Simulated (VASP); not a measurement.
# Mg3S2 (P6_3/mmc) in VASP: relaxation of cell and atoms with PBE

Aim: the relaxation of cell and atoms of Mg3S2 with PBE.

All numbers are computed with VASP 6.6.1; they aren't measurements. Logs are shortened: lines on timing, memory, paths and dates and some standing lists are left out, and cuts for length are marked.

## (1) The cell of the first run

It takes space group P6_3/mmc (No. 194, hexagonal). The conventional cell has a = 3.679 Å, b = 3.679 Å, c = 17.759 Å, α = 90.00°, β = 90.00°, γ = 120.00°. Mg (site symmetry 3m) has 3 S at 2.60 Å and 1 Mg at 2.83 Å within 3.4 Å. Within 3.5 Å of Mg (site symmetry -3m) lie 6 S at 2.62 Å. S (site symmetry 3m) has 6 Mg at 2.60 to 2.62 Å within 3.4 Å.

The cell was generated, and may not be a known phase.

## (2) Relaxation of cell and atoms, PBE

Contents of INCAR:

```
  PREC = Accurate
  ENCUT = 600
  EDIFF = 1E-6
  ISMEAR = 0
  SIGMA = 0.02
  LREAL = F
  LASPH = T
  NELM = 80
  ALGO = Normal
  ISIF = 3
  LWAVE = F
  LCHARG = F
  GGA = PE
  IBRION = 2
  NSW = 100
  EDIFFG = -0.01
```

Contents of KPOINTS:

```
Automatic mesh
0
Gamma
  12 12 2
```

Contents of POSCAR:

```
Mg3S2
1.0
    3.6787349039      0.0000000000      0.0000000000
   -1.8393674520      3.1858778806      0.0000000000
    0.0000000000      0.0000000000     17.7589479049
Mg S
6 4
Direct
    0.3333333333      0.6666666667      0.8297855227
    0.6666666667      0.3333333333      0.3297855227
    0.6666666667      0.3333333333      0.1702144773
    0.3333333333      0.6666666667      0.6702144773
    0.0000000000      0.0000000000      0.0000000000
    0.0000000000      0.0000000000      0.5000000000
    0.6666666667      0.3333333333      0.9140381601
    0.3333333333      0.6666666667      0.4140381601
    0.6666666667      0.3333333333      0.5859618399
    0.3333333333      0.6666666667      0.0859618399
```

Potentials or basis: VASP PAW PBE potentials, release 64 (Mg, S).

Launch:

```sh
cat potpaw_PBE.64/Mg/POTCAR potpaw_PBE.64/S/POTCAR > POTCAR
mpirun -np 1 vasp_std > vasp.out
```

OUTCAR:

```text
PREC = Accurate
   ENCUT = 600
   EDIFF = 1E-6
   ISMEAR = 0
   LREAL = F
   LASPH = T
   NELM = 80
   ISIF = 3
   GGA = PE
   IBRION = 2
   NSW = 100
   EDIFFG = -0.01

 ion  position               nearest neighbor table
   1  0.333  0.667  0.830-   7 2.60   7 2.60   7 2.60   4 2.83
   2  0.667  0.333  0.330-   8 2.60   8 2.60   8 2.60   3 2.83
   3  0.667  0.333  0.170-  10 2.60  10 2.60  10 2.60   2 2.83
   4  0.333  0.667  0.670-   9 2.60   9 2.60   9 2.60   1 2.83
   5  0.000  0.000  0.000-   7 2.62  10 2.62   7 2.62  10 2.62   7 2.62  10 2.62
   6  0.000  0.000  0.500-   8 2.62   9 2.62   9 2.62   8 2.62   9 2.62   8 2.62
   7  0.667  0.333  0.914-   1 2.60   1 2.60   1 2.60   5 2.62   5 2.62   5 2.62
   8  0.333  0.667  0.414-   2 2.60   2 2.60   2 2.60   6 2.62   6 2.62   6 2.62
   9  0.667  0.333  0.586-   4 2.60   4 2.60   4 2.60   6 2.62   6 2.62   6 2.62
  10  0.333  0.667  0.086-   3 2.60   3 2.60   3 2.60   5 2.62   5 2.62   5 2.62

  LATTYP: Found a hexagonal cell.
 ALAT       =     3.6787349039
 C/A-ratio  =     4.8274606268

  Lattice vectors:

 A1 = (   3.6787349039,   0.0000000000,   0.0000000000)
 A2 = (  -1.8393674520,   3.1858778806,   0.0000000000)
 A3 = (   0.0000000000,   0.0000000000,  17.7589479049)

Analysis of symmetry for initial positions (statically):
=====================================================================
 Subroutine PRICEL returns:
 Original cell was already a primitive cell.

 Routine SETGRP: Setting up the symmetry group for a
 hexagonal supercell.

 Subroutine GETGRP returns: Found 24 space group operations
 (whereof 12 operations were pure point group operations)
 out of a pool of 24 trial point group operations.

The static configuration has the point symmetry D_3d.
 The point group associated with its full space group is D_6h.

Analysis of symmetry for dynamics (positions and initial velocities):
=====================================================================
 Subroutine PRICEL returns:
 Original cell was already a primitive cell.

 Routine SETGRP: Setting up the symmetry group for a
 hexagonal supercell.

 Subroutine GETGRP returns: Found 24 space group operations
 (whereof 12 operations were pure point group operations)
 out of a pool of 24 trial point group operations.

The dynamic configuration has the point symmetry D_3d.
 The point group associated with its full space group is D_6h.

 Subroutine INISYM returns: Found 24 space group operations
 (whereof 12 operations are pure point group operations),
 and found     1 'primitive' translations

----------------------------------------------------------------------------------------

                                     Primitive cell

  volume of cell :     208.1349

  direct lattice vectors                    reciprocal lattice vectors
     3.678734904  0.000000000  0.000000000     0.271832580  0.156942613  0.000000000
    -1.839367452  3.185877881  0.000000000     0.000000000  0.313885226  0.000000000
     0.000000000  0.000000000 17.758947905     0.000000000  0.000000000  0.056309642

  length of vectors
     3.678734904  3.678734904 17.758947905     0.313885226  0.313885226  0.056309642

  position of ions in fractional coordinates (direct lattice)
     0.333333333  0.666666667  0.829785523
     0.666666667  0.333333333  0.329785523
     0.666666667  0.333333333  0.170214477
     0.333333333  0.666666667  0.670214477
     0.000000000  0.000000000  0.000000000
     0.000000000  0.000000000  0.500000000
     0.666666667  0.333333333  0.914038160
     0.333333333  0.666666667  0.414038160
     0.666666667  0.333333333  0.585961840
     0.333333333  0.666666667  0.085961840

  ion indices of the primitive-cell ions
   primitive index   ion index
                 1           1
                 2           2
                 3           3
                 4           4
                 5           5
                 6           6
                 7           7
                 8           8
                 9           9
                10          10

----------------------------------------------------------------------------------------

 KPOINTS: Automatic mesh

Automatic generation of k-mesh.
 Grid dimensions read from file:
 generate k-points for:   12   12    2

 Generating k-lattice:

  Cartesian coordinates                     Fractional coordinates (reciprocal lattice)
     0.022652715  0.013078551  0.000000000     0.083333333  0.000000000  0.000000000
     0.000000000  0.026157102  0.000000000     0.000000000  0.083333333  0.000000000
     0.000000000  0.000000000  0.028154821     0.000000000  0.000000000  0.500000000

  Length of vectors
     0.026157102  0.026157102  0.028154821

  Shift w.r.t. Gamma in fractional coordinates (k-lattice)
     0.000000000  0.000000000  0.000000000

 Subroutine IBZKPT returns following result:
 ===========================================

 Found     38 irreducible k-points:

 Following reciprocal coordinates:
            Coordinates               Weight
  0.000000  0.000000  0.000000      1.000000
  0.083333 -0.000000  0.000000      6.000000
  0.166667  0.000000  0.000000      6.000000
  0.250000  0.000000  0.000000      6.000000
  0.333333  0.000000  0.000000      6.000000
  0.416667  0.000000  0.000000      6.000000
[... 16 lines left out ...]
  0.250000  0.000000  0.500000      6.000000
  0.333333  0.000000  0.500000      6.000000
 [... further k-points ...]
   k-points           NKPTS =     38   k-points in BZ     NKDIM =     38   number of bands    NBANDS=     24
   number of dos      NEDOS =    301   number of ions     NIONS =     10
   total plane-waves  NPLWV = 129600
   dimension x,y,z NGX =    30 NGY =   30 NGZ =  144
   dimension x,y,z NGXF=    60 NGYF=   60 NGZF=  288
   ions per type =               6   4
   NGX,Y,Z   is equivalent  to a cutoff of  13.56, 13.56, 13.48 a.u.
   NGXF,Y,Z  is equivalent  to a cutoff of  27.11, 27.11, 26.96 a.u.
 SYSTEM =  unknown system
   PREC   = accura    normal or accurate (medium, high low for compatibility)
   ISTART =      0    job   : 0-new  1-cont  2-samecut
   ICHARG =      2    charge: 1-file 2-atom 10-const
   ISPIN  =      1    spin polarized calculation?
   LNONCOLLINEAR =      F non collinear calculations
   LSORBIT =      F    spin-orbit coupling
   LASPH  =      T    aspherical Exc in radial PAW
   ENCUT  =  600.0 eV  44.10 Ry    6.64 a.u.   7.35  7.35 35.47*2*pi/ulx,y,z
   NELM   =     80;   NELMIN=  2; NELMDL= -5     # of ELM steps
   EDIFF  = 0.1E-05   stopping-criterion for ELM
   LREAL  =      F    real-space projection
   EDIFFG = -.1E-01   stopping-criterion for IOM
   NSW    =    100    number of steps for IOM
   IBRION =      2    ionic relax: 0-MD 1-quasi-New 2-CG
   NFREE  =      1    steps in history (QN), initial steepest desc. (CG)
   ISIF   =      3    stress and relaxation
   ISYM   =      2    0-nonsym 1-usesym 2-fastsym
   POTIM  = 0.5000    time-step for ionic-motion
   TEBEG  =    0.0;   TEEND  =   0.0 temperature during run
   PSTRESS=    0.0 pullay stress
   NELECT =      36.0000    total number of electrons
   NUPDOWN=      -1.0000    fix difference up-down
   EMIN   =  10.00;   EMAX   =-10.00  energy-range for DOS
   EFERMI =   0.00;   METHOD = LEGACY
   ISMEAR =     0;   SIGMA  =   0.02  broadening in eV -4-tet -1-fermi 0-gaus
   EFERMI_NEDOS =   21; number of points for ismear=-14 and -15
   IALGO  =     38    algorithm
   IMIX   =      4    mixing-type and parameters
     AMIX     =   0.40;   BMIX     =  1.00
     AMIX_MAG =   1.60;   BMIX_MAG =  1.00
  volume/ion in A,a.u.               =      20.81       140.46
  Fermi-wavevector in a.u.,A,eV,Ry     =   0.912138  1.723692 11.319998  0.831996
  Thomas-Fermi vector in A             =   2.036499
   LORBIT       =      0    0 simple, 1 ext, 2 COOP (PROOUT), +10 PAW based schemes
   GGA     = PE    functional components
   LHFCALC =     F    Hartree Fock is set to
   AEXX    =    0.0000 exact exchange contribution
   IVDW    =     0    specifies the selected vdW correction
   LEPSILON=     F    determine dielectric tensor
   LRPA    =     F    only Hartree local field effects (RPA)
 conjugate gradient relaxation of ions
 non-spin polarized calculation
 Gauss-broadening in eV      SIGMA  =   0.02
  energy-cutoff  :      600.00
  volume of cell :      208.13
 maximum number of plane-waves:      7007
 NGX is ok and might be reduce to    30
   NGX = 15   NGY = 15   NGZ = 71

--------------------------------------- Ionic step        1  -------------------------------------------

 number of electron      35.9999996 magnetization

 Free energy of the ion-electron system (eV)
  ---------------------------------------------------
  ext. energy  EPLUGINS =         0.00000000
  ---------------------------------------------------
  free energy    TOTEN  =       -35.63629164 eV

  energy without entropy =      -35.63629164  energy(sigma->0) =      -35.63629164

------------------------ aborting loop because EDIFF is reached ----------------------------------------

  FORCE on cell =-STRESS in cart. coord.  units (eV):
  Direction    XX          YY          ZZ          XY          YZ          ZX
  --------------------------------------------------------------------------------------
  -------------------------------------------------------------------------------------
  Total        0.3749763      0.3749763     -0.2095331     -0.0000000      0.0000000     -0.0000000
  in kB        2.8864865      2.8864865     -1.6129407     -0.0000000      0.0000000     -0.0000000
  external PRESSURE =       1.3866774 kB  Pullay stress =       0.0000000 kB
[... 205 lines left out ...]
  energy  without entropy=      -35.6383807870  energy(sigma->0) =      -35.63838079

--------------------------------------- Ionic step        6  -------------------------------------------

 number of electron      35.9999995 magnetization

 Free energy of the ion-electron system (eV)
  ---------------------------------------------------
  ext. energy  EPLUGINS =         0.00000000
  ---------------------------------------------------
  free energy    TOTEN  =       -35.63843881 eV

  energy without entropy =      -35.63843881  energy(sigma->0) =      -35.63843881

 E-fermi :   4.4515     XC(G=0):  -8.8970

 val. band max:        4.3370449314   @ k =   0.3333   0.3333   0.5000
 cond. band min:       4.6768582491   @ k =   0.5000   0.0000   0.0000
 fundamental gap:      0.3398133177
 Fermi energy:         4.4514745694

 k-point     1 :       0.0000    0.0000    0.0000
  band No.  band energies     occupation
      1     -10.3614      2.00000
      2     -10.3538      2.00000
      3      -9.7462      2.00000
      4      -9.7347      2.00000
      5      -2.3544      2.00000
      6      -2.0329      2.00000
[... 637 lines left out ...]
     23       6.9353      0.00000
     24       6.9353      0.00000

 [... further k-points ...]
[... 5 lines left out ...]
  --------------------------------------------------------------------------------------
  -------------------------------------------------------------------------------------
  Total       -0.0018065     -0.0018065      0.0380827      0.0000000      0.0000000      0.0000000
  in kB       -0.0138487     -0.0138487      0.2919463      0.0000000      0.0000000      0.0000000
  external PRESSURE =       0.0880830 kB  Pullay stress =       0.0000000 kB
[... 25 lines left out ...]
  FREE ENERGIE OF THE ION-ELECTRON SYSTEM (eV)
  ---------------------------------------------------
  free  energy   TOTEN  =       -35.6384388104 eV

  energy  without entropy=      -35.6384388104  energy(sigma->0) =      -35.63843881

 reached required accuracy - stopping structural energy minimisation
```

Run time: 8 min. Hardware: 1 thread of Intel Xeon 6975P-C (Granite Rapids), shared host; peak memory 0.49 GiB.

Results:

- Free energy: -35.6384 eV
- Relaxed volume: 20.90 Å³/atom
- Relaxed cell: a = 3.691 Å, b = 3.691 Å, c = 17.719 Å, α = 90.00°, β = 90.00°, γ = 120.00°
- Space group after relaxing (to 0.1 Å): P6_3/mmc (No. 194)
- Energy gained by relaxing: 0.2 meV/atom
- Ionic steps: 6
- Pressure after relaxing: 0.0 GPa
- Largest force after relaxing: 0.004 eV/Å
- Band gap on the k mesh: 0.34 eV (least direct gap 0.42 eV)

Forces on the atoms (eV/Å):
```
Mg   0.000  0.000 -0.003
Mg   0.000  0.000 -0.003
Mg   0.000  0.000  0.003
Mg   0.000  0.000  0.003
Mg   0.000  0.000  0.000
Mg   0.000  0.000  0.000
S    0.000  0.000  0.004
S    0.000  0.000  0.004
S    0.000  0.000 -0.004
S    0.000  0.000 -0.004
```

The path:
```csv
step,energy change (eV),largest force (eV/Å),pressure (GPa),volume (Å³)
1,0.0000,0.0450,0.14,208.13
2,-0.0014,0.0279,0.03,208.68
3,-0.0018,0.0338,-0.06,209.11
4,-0.0020,0.0156,0.00,208.96
5,-0.0021,0.0072,0.04,208.86
6,-0.0021,0.0040,0.01,208.99
```

Final structure:
```
CELL_PARAMETERS angstrom
3.69053 0.00000 0.00000
-1.84526 3.19609 0.00000
0.00000 0.00000 17.71851
ATOMIC_POSITIONS crystal
Mg 0.33333 0.66667 0.83007
Mg 0.66667 0.33333 0.33007
Mg 0.66667 0.33333 0.16993
Mg 0.33333 0.66667 0.66993
Mg 0.00000 0.00000 0.00000
Mg 0.00000 0.00000 0.50000
S 0.66667 0.33333 0.91442
S 0.33333 0.66667 0.41442
S 0.66667 0.33333 0.58558
S 0.33333 0.66667 0.08558
```
